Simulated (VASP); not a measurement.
Input of a VASP 6.6.1 run:

File INCAR:

```
PREC = Accurate ; ENCUT = 520
EDIFF = 1E-7 ; ISMEAR = 0
SIGMA = 0.15 ; LREAL = F
LASPH = T ; NELM = 80
ALGO = Fast ; ISIF = 2
LWAVE = F ; LCHARG = F
GGA = CA ; NBANDS = 11
```

The input KPOINTS:

```
regular mesh
0
Gamma
  20 20 20
```

The input POSCAR:

```
Pt
1.0
   -0.0973383644      1.9370334520      1.9370334520
    1.9370334520     -0.0973383644      1.9370334520
    1.9370334520      1.9370334520     -0.0973383644
Pt
1
Direct
    0.0000000000      0.0000000000      0.0000000000
```

Potentials or basis: VASP PAW LDA potentials, release 64 (Pt).

Run with:

```console
$ cat potpaw_LDA.64/Pt/POTCAR > POTCAR
$ mpirun -np 1 vasp_std > vasp.out
```

Question: Predict the pressure.

Answer: -13.1 GPa.

Question: What does it give for the band gap on the k mesh?

Answer: Zero (band 5 reaches 11.06 eV, above the bottom of band 6 at 8.61 eV).

Stress tensor (GPa, compression positive):
```
-13.06   3.11   3.11
  3.11 -13.06   3.11
  3.11   3.11 -13.06
```

Caveat: spin-orbit coupling is left out, which moves the levels of the heavy elements.
